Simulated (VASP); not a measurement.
# AlGa3N4 (R3m) in VASP: notebook

AlGa3N4 is run at these levels: LDA; tasks: single point.

Everything below comes from runs of VASP 6.6.1. Logs are shortened: lines on timing, memory, paths and dates and some standing lists are left out, and cuts for length are marked.

### Step 1. The cell of the first run

It takes space group R3m (No. 160, trigonal). The conventional cell has a = 6.278 Å, b = 6.278 Å, c = 6.708 Å, α = 90.00°, β = 90.00°, γ = 120.00°. Al (site symmetry 3m) has 4 N at 1.64 to 1.86 Å within 2.2 Å. Ga (site symmetry m) has 4 N at 1.69 to 1.91 Å within 2.2 Å. N (site symmetry m) has 3 Ga at 1.69 to 1.91 Å and 1 Al at 1.86 Å within 2.2 Å. Within 2.2 Å of N (site symmetry 3m) lie 1 Al at 1.64 Å and 3 Ga at 1.91 Å.

### Step 2. Single point, LDA (9.54 Å³/atom)

INCAR reads:

```
SYSTEM = AlGa3N4
  ALGO = Normal
  EDIFF = 1E-7
  ENCUT = 520
  GGA = CA
  ISIF = 2
  ISMEAR = 0
  LASPH = .TRUE.
  LCHARG = .FALSE.
  LREAL = .FALSE.
  LWAVE = .FALSE.
  NBANDS = 41
  NELM = 60
  PREC = Accurate
  SIGMA = 0.05
```

KPOINTS reads:

```
k-points
0
G
  6 6 6
  0 0 0
```

POSCAR reads:

```
AlGa3N4
1.0
    4.2507109858     -0.1888284089     -0.1888284089
   -0.1888284089      4.2507109858     -0.1888284089
   -0.1888284089     -0.1888284089      4.2507109858
Al Ga N
1 3 4
Direct
    0.0000000000      0.0000000000      0.0000000000
    0.5000000000      0.5000000000      0.0000000000
    0.5000000000      0.0000000000      0.5000000000
    0.0000000000      0.5000000000      0.5000000000
    0.7548078379      0.7548078379      0.2451921621
    0.7548078379      0.2451921621      0.7548078379
    0.2451921621      0.7548078379      0.7548078379
    0.2451921621      0.2451921621      0.2451921621
```

Potentials or basis: VASP PAW LDA potentials, release 64 (Al, Ga_d, N).

Launch:

```sh
> cat potpaw_LDA.64/Al/POTCAR potpaw_LDA.64/Ga_d/POTCAR potpaw_LDA.64/N/POTCAR > POTCAR
> mpirun -np 1 vasp_std > vasp.out
```

OUTCAR:

```text
SYSTEM = AlGa3N4
   EDIFF = 1E-7
   ENCUT = 520
   GGA = CA
   ISIF = 2
   ISMEAR = 0
   LASPH = .TRUE.
   LREAL = .FALSE.
   NELM = 60
   PREC = Accurate

 ion  position               nearest neighbor table
   1  0.000  0.000  0.000-   8 1.64   6 1.86   7 1.86   5 1.86   2 2.88   2 2.88   4 2.88   4 2.88
                             3 2.88   3 2.88   4 3.14   3 3.14   2 3.14   3 3.14   4 3.14   2 3.14
   2  0.500  0.500  0.000-   5 1.69   8 1.91   7 1.91   6 1.91   1 2.88   1 2.88   4 2.88   3 2.88
                             4 2.88   3 2.88   1 3.14   1 3.14
   3  0.500  0.000  0.500-   6 1.69   8 1.91   5 1.91   7 1.91   4 2.88   4 2.88   1 2.88   2 2.88
                             1 2.88   2 2.88   1 3.14   1 3.14
   4  0.000  0.500  0.500-   7 1.69   8 1.91   5 1.91   6 1.91   3 2.88   3 2.88   1 2.88   1 2.88
                             2 2.88   2 2.88   1 3.14   1 3.14
   5  0.755  0.755  0.245-   2 1.69   1 1.86   3 1.91   4 1.91
   6  0.755  0.245  0.755-   3 1.69   1 1.86   2 1.91   4 1.91
   7  0.245  0.755  0.755-   4 1.69   1 1.86   2 1.91   3 1.91
   8  0.245  0.245  0.245-   1 1.64   3 1.91   4 1.91   2 1.91

  LATTYP: Found a trigonal (rhomboedric) cell.
 ALAT       =     4.2590910088
 COS(alpha) =    -0.0865306647

  Lattice vectors:

 A1 = (   4.2507109858,  -0.1888284089,  -0.1888284089)
 A2 = (  -0.1888284089,   4.2507109858,  -0.1888284089)
 A3 = (  -0.1888284089,  -0.1888284089,   4.2507109858)

Analysis of symmetry for initial positions (statically):
=====================================================================
 Subroutine PRICEL returns:
 Original cell was already a primitive cell.

 Routine SETGRP: Setting up the symmetry group for a
 trigonal (rhombohedral) supercell.

 Subroutine GETGRP returns: Found  6 space group operations
 (whereof  6 operations were pure point group operations)
 out of a pool of 12 trial point group operations.

The static configuration has the point symmetry C_3v.

Analysis of symmetry for dynamics (positions and initial velocities):
=====================================================================
 Subroutine PRICEL returns:
 Original cell was already a primitive cell.

 Routine SETGRP: Setting up the symmetry group for a
 trigonal (rhombohedral) supercell.

 Subroutine GETGRP returns: Found  6 space group operations
 (whereof  6 operations were pure point group operations)
 out of a pool of 12 trial point group operations.

The dynamic configuration has the point symmetry C_3v.

 Subroutine INISYM returns: Found  6 space group operations
 (whereof  6 operations are pure point group operations),
 and found     1 'primitive' translations

----------------------------------------------------------------------------------------

                                     Primitive cell

  volume of cell :      76.3360

  direct lattice vectors                    reciprocal lattice vectors
     4.250710986 -0.188828409 -0.188828409     0.236230451  0.010981859  0.010981859
    -0.188828409  4.250710986 -0.188828409     0.010981859  0.236230451  0.010981859
    -0.188828409 -0.188828409  4.250710986     0.010981859  0.010981859  0.236230451

  length of vectors
     4.259091009  4.259091009  4.259091009     0.236740424  0.236740424  0.236740424

  position of ions in fractional coordinates (direct lattice)
     0.000000000  0.000000000  0.000000000
     0.500000000  0.500000000  0.000000000
     0.500000000  1.000000000  0.500000000
     1.000000000  0.500000000  0.500000000
     0.754807838  0.754807838  0.245192162
     0.754807838  0.245192162  0.754807838
     0.245192162  0.754807838  0.754807838
     0.245192162  0.245192162  0.245192162

  ion indices of the primitive-cell ions
   primitive index   ion index
                 1           1
                 2           2
                 3           3
                 4           4
                 5           5
                 6           6
                 7           7
                 8           8

----------------------------------------------------------------------------------------

 KPOINTS: k-points

Automatic generation of k-mesh.
 Grid dimensions read from file:
 generate k-points for:    6    6    6

 Generating k-lattice:

  Cartesian coordinates                     Fractional coordinates (reciprocal lattice)
     0.039371742  0.001830310  0.001830310     0.166666667 -0.000000000 -0.000000000
     0.001830310  0.039371742  0.001830310    -0.000000000  0.166666667 -0.000000000
     0.001830310  0.001830310  0.039371742    -0.000000000 -0.000000000  0.166666667

  Length of vectors
     0.039456737  0.039456737  0.039456737

  Shift w.r.t. Gamma in fractional coordinates (k-lattice)
     0.000000000  0.000000000  0.000000000

 Subroutine IBZKPT returns following result:
 ===========================================

 Found     32 irreducible k-points:

 Following reciprocal coordinates:
            Coordinates               Weight
  0.000000  0.000000  0.000000      1.000000
  0.166667  0.000000  0.000000      6.000000
  0.333333  0.000000  0.000000      6.000000
  0.500000  0.000000  0.000000      3.000000
  0.166667  0.166667  0.000000      6.000000
  0.333333  0.166667  0.000000     12.000000
[... 16 lines left out ...]
  0.500000  0.500000  0.166667      6.000000
 -0.333333  0.500000  0.166667     12.000000
 [... further k-points ...]
   k-points           NKPTS =     32   k-points in BZ     NKDIM =     32   number of bands    NBANDS=     41
   number of dos      NEDOS =    301   number of ions     NIONS =      8
   total plane-waves  NPLWV =  32768
   dimension x,y,z NGX =    32 NGY =   32 NGZ =   32
   dimension x,y,z NGXF=    64 NGYF=   64 NGZF=   64
   ions per type =               1   3   4
   NGX,Y,Z   is equivalent  to a cutoff of  12.49, 12.49, 12.49 a.u.
   NGXF,Y,Z  is equivalent  to a cutoff of  24.98, 24.98, 24.98 a.u.
 SYSTEM =  AlGa3N4
   PREC   = accura    normal or accurate (medium, high low for compatibility)
   ISTART =      0    job   : 0-new  1-cont  2-samecut
   ICHARG =      2    charge: 1-file 2-atom 10-const
   ISPIN  =      1    spin polarized calculation?
   LNONCOLLINEAR =      F non collinear calculations
   LSORBIT =      F    spin-orbit coupling
   LASPH  =      T    aspherical Exc in radial PAW
   ENCUT  =  520.0 eV  38.22 Ry    6.18 a.u.   7.92  7.92  7.92*2*pi/ulx,y,z
   NELM   =     60;   NELMIN=  2; NELMDL= -5     # of ELM steps
   EDIFF  = 0.1E-06   stopping-criterion for ELM
   LREAL  =      F    real-space projection
   EDIFFG = 0.1E-05   stopping-criterion for IOM
   NSW    =      0    number of steps for IOM
   IBRION =     -1    ionic relax: 0-MD 1-quasi-New 2-CG
   NFREE  =      0    steps in history (QN), initial steepest desc. (CG)
   ISIF   =      2    stress and relaxation
   ISYM   =      2    0-nonsym 1-usesym 2-fastsym
   POTIM  = 0.5000    time-step for ionic-motion
   TEBEG  =    0.0;   TEEND  =   0.0 temperature during run
   PSTRESS=    0.0 pullay stress
   NELECT =      62.0000    total number of electrons
   NUPDOWN=      -1.0000    fix difference up-down
   EMIN   =  10.00;   EMAX   =-10.00  energy-range for DOS
   EFERMI =   0.00;   METHOD = LEGACY
   ISMEAR =     0;   SIGMA  =   0.05  broadening in eV -4-tet -1-fermi 0-gaus
   EFERMI_NEDOS =   21; number of points for ismear=-14 and -15
   IALGO  =     38    algorithm
   IMIX   =      4    mixing-type and parameters
     AMIX     =   0.40;   BMIX     =  1.00
     AMIX_MAG =   1.60;   BMIX_MAG =  1.00
  volume/ion in A,a.u.               =       9.54        64.39
  Fermi-wavevector in a.u.,A,eV,Ry     =   1.527433  2.886430 31.743107  2.333053
  Thomas-Fermi vector in A             =   2.635330
   LORBIT       =      0    0 simple, 1 ext, 2 COOP (PROOUT), +10 PAW based schemes
   GGA     = CA    functional components
   LHFCALC =     F    Hartree Fock is set to
   AEXX    =    0.0000 exact exchange contribution
   IVDW    =     0    specifies the selected vdW correction
   LEPSILON=     F    determine dielectric tensor
   LRPA    =     F    only Hartree local field effects (RPA)
 non-spin polarized calculation
 Gauss-broadening in eV      SIGMA  =   0.05
  energy-cutoff  :      520.00
  volume of cell :       76.34
 maximum number of plane-waves:      2072
   NGX = 15   NGY = 15   NGZ = 15

 number of electron      61.9999966 magnetization

 Free energy of the ion-electron system (eV)
  ---------------------------------------------------
  ext. energy  EPLUGINS =         0.00000000
  ---------------------------------------------------
  free energy    TOTEN  =       -55.07994404 eV

  energy without entropy =      -55.07994404  energy(sigma->0) =      -55.07994404

 E-fermi :   7.5328     XC(G=0): -12.7485

 val. band max:        7.3019404088   @ k =   0.0000   0.0000   0.0000
 cond. band min:      10.0246701080   @ k =   0.0000   0.0000   0.0000
 fundamental gap:      2.7227296992
 Fermi energy:         7.5327821749

 k-point     1 :       0.0000    0.0000    0.0000
  band No.  band energies     occupation
      1     -10.0323      2.00000
      2      -8.3563      2.00000
      3      -8.3563      2.00000
      4      -7.9447      2.00000
      5      -6.5609      2.00000
      6      -6.5176      2.00000
[... 33 lines left out ...]
     40      17.5720      0.00000
     41      19.8286      0.00000

 k-point     2 :       0.1667    0.0000    0.0000
  band No.  band energies     occupation
      1      -9.8918      2.00000
      2      -8.3993      2.00000
      3      -8.3610      2.00000
      4      -7.9641      2.00000
      5      -6.5452      2.00000
      6      -6.5000      2.00000
[... 33 lines left out ...]
     40      17.9284      0.00000
     41      19.5935      0.00000

 k-point     3 :       0.3333    0.0000    0.0000
  band No.  band energies     occupation
      1      -9.5079      2.00000
      2      -8.5814      2.00000
      3      -8.3704      2.00000
      4      -8.0067      2.00000
      5      -6.5096      2.00000
      6      -6.4683      2.00000
[... 33 lines left out ...]
     40      18.7652      0.00000
     41      19.0288      0.00000

 k-point     4 :       0.5000    0.0000    0.0000
  band No.  band energies     occupation
      1      -9.0793      2.00000
      2      -8.9097      2.00000
      3      -8.3751      2.00000
      4      -8.0278      2.00000
      5      -6.4718      2.00000
      6      -6.4568      2.00000
[... 825 lines left out ...]
     40      18.1539      0.00000
     41      18.6382      0.00000

 k-point    23 :       0.5000    0.5000    0.1667
  band No.  band energies     occupation
      1      -8.7184      2.00000
      2      -8.7012      2.00000
      3      -8.5859      2.00000
      4      -8.1079      2.00000
      5      -6.5075      2.00000
      6      -6.4458      2.00000
[... 33 lines left out ...]
     40      17.7882      0.00000
     41      18.1588      0.00000

 k-point    24 :      -0.3333    0.5000    0.1667
  band No.  band energies     occupation
      1      -8.8618      2.00000
      2      -8.7207      2.00000
      3      -8.5344      2.00000
      4      -8.0749      2.00000
      5      -6.5248      2.00000
      6      -6.4477      2.00000
[... 33 lines left out ...]
     40      17.8396      0.00000
     41      18.2610      0.00000

 [... further k-points ...]

------------------------ aborting loop because EDIFF is reached ----------------------------------------

  FORCE on cell =-STRESS in cart. coord.  units (eV):
  Direction    XX          YY          ZZ          XY          YZ          ZX
  --------------------------------------------------------------------------------------
  -------------------------------------------------------------------------------------
  Total       20.8730201     20.8730201     20.8730201     15.5270866     15.5270866     15.5270866
  in kB      438.0931621    438.0931621    438.0931621    325.8900930    325.8900930    325.8900930
  external PRESSURE =     438.0931621 kB  Pullay stress =       0.0000000 kB

 VOLUME and BASIS-vectors are now :
 -----------------------------------------------------------------------------
  energy-cutoff  :      520.00
  volume of cell :       76.34
      direct lattice vectors                 reciprocal lattice vectors
     4.250710986 -0.188828409 -0.188828409     0.236230451  0.010981859  0.010981859
    -0.188828409  4.250710986 -0.188828409     0.010981859  0.236230451  0.010981859
    -0.188828409 -0.188828409  4.250710986     0.010981859  0.010981859  0.236230451

 POSITION                                       TOTAL-FORCE (eV/Angst)
 -----------------------------------------------------------------------------------
      0.00000      0.00000      0.00000        -2.379083     -2.379083     -2.379083
      2.03094      2.03094     -0.18883        -2.515520     -2.515520     -2.343632
      2.03094     -0.18883      2.03094        -2.515520     -2.343632     -2.515520
     -0.18883      2.03094      2.03094        -2.343632     -2.515520     -2.515520
      3.01964      3.01964      0.75718         2.533769      2.533769      2.238161
      3.01964      0.75718      3.01964         2.533769      2.238161      2.533769
      0.75718      3.01964      3.01964         2.238161      2.533769      2.533769
      0.94964      0.94964      0.94964         2.448055      2.448055      2.448055
 -----------------------------------------------------------------------------------
    total drift:                               -0.000249     -0.000249     -0.000250

  FREE ENERGIE OF THE ION-ELECTRON SYSTEM (eV)
  ---------------------------------------------------
  free  energy   TOTEN  =       -55.0799440432 eV

  energy  without entropy=      -55.0799440432  energy(sigma->0) =      -55.07994404
```

Run time: 62 s. Hardware: 1 thread of AMD EPYC 9R45 (Zen 5), shared host; peak memory 0.17 GiB.

What came out:

- Free energy: -55.0799 eV
- Pressure: 43.8 GPa
- Largest force: 4.260 eV/Å
- Band gap on the k mesh: 2.72 eV

Forces in eV/Å, atoms in the order of the input:
```
Al  -2.379 -2.379 -2.379
Ga  -2.516 -2.516 -2.344
Ga  -2.516 -2.344 -2.516
Ga  -2.344 -2.516 -2.516
N    2.534  2.534  2.238
N    2.534  2.238  2.534
N    2.238  2.534  2.534
N    2.448  2.448  2.448
```

Levels at points of the mesh, in eV from the valence-band top:
```
           k point  band 28  band 29  band 30  band 31  band 32  band 33  band 34  band 35
(0.00, 0.00, 0.00)    -2.45    -0.50    -0.50     0.00     2.72     2.86     2.86     2.89
(0.50, 0.00, 0.00)    -2.61    -2.23    -1.58    -1.19     4.86     4.92     5.85     5.89
(0.50, 0.50, 0.00)    -1.68    -1.63    -1.08    -0.81     6.52     6.84     7.26     7.32
(0.50, 0.50, 0.50)    -1.13    -0.88    -0.77    -0.77     4.74     5.98     5.98     7.08
```

Caveat: the cell stands under pressure; forces of over 1 eV/Å act on the atoms, so gaps and moduli don't describe the material at rest. A k mesh can miss the band edges.

### Step 3. Single point, LDA (9.98 Å³/atom)

This run uses another cell than the first one, of 9.98 Å³/atom.

INCAR reads:

```
ALGO = Normal
EDIFF = 1E-7
ENCUT = 520
GGA = CA
ISIF = 2
ISMEAR = 0
LASPH = True
LCHARG = False
LREAL = False
LWAVE = False
NBANDS = 41
NELM = 80
PREC = Accurate
SIGMA = 0.05
```

KPOINTS reads:

```
k-points
0
Gamma
  6 6 6
```

POSCAR: that of step 2 with these lines changed.

```diff
@@ -2,5 +2,5 @@
 1.0
-    4.2507109858     -0.1888284089     -0.1888284089
-   -0.1888284089      4.2507109858     -0.1888284089
-   -0.1888284089     -0.1888284089      4.2507109858
+    4.3209595057     -0.2537435283     -0.2537435283
+   -0.2537435283      4.3209595057     -0.2537435283
+   -0.2537435283     -0.2537435283      4.3209595057
 Al Ga N
```

Potentials or basis: VASP PAW LDA potentials, release 64 (Al, Ga_d, N).

Launch:

```sh
> cat potpaw_LDA.64/Al/POTCAR potpaw_LDA.64/Ga_d/POTCAR potpaw_LDA.64/N/POTCAR > POTCAR
> mpirun -np 1 vasp_std > vasp.out
```

Run time: 61 s. Hardware: 1 thread of AMD EPYC 9R45 (Zen 5), shared host; peak memory 0.18 GiB.

The run converged. Its results:

```yaml
Free_energy: -54.3143 eV
Pressure: 34.9 GPa
Largest_force: 5.601 eV/Å
Band_gap_on_the_k_mesh: 2.23 eV
```

Forces on the atoms (eV/Å):
```
Al  -3.132 -3.132 -3.132
Ga  -3.283 -3.283 -3.019
Ga  -3.283 -3.019 -3.283
Ga  -3.019 -3.283 -3.283
N    3.274  3.274  2.936
N    3.274  2.936  3.274
N    2.936  3.274  3.274
N    3.234  3.234  3.234
```

Stress tensor (GPa, compression positive):
```
34.89 39.93 39.93
39.93 34.89 39.93
39.93 39.93 34.89
```

Levels at points of the mesh, in eV from the valence-band top:
```tsv
k point	band 29	band 30	band 31	band 32	band 33	band 34
(0.00, 0.00, 0.00)	-0.51	-0.51	0.00	2.23	2.64	2.64
(0.50, 0.00, 0.00)	-2.30	-1.36	-1.01	4.50	4.57	5.55
(0.50, 0.50, 0.00)	-1.62	-0.93	-0.66	5.91	6.24	6.69
(0.50, 0.50, 0.50)	-0.74	-0.65	-0.65	4.12	5.59	5.59
```

Caveat: the cell stands under pressure; forces of over 1 eV/Å act on the atoms, so gaps and moduli don't describe the material at rest.

(Part 1 of 2 ends here.)
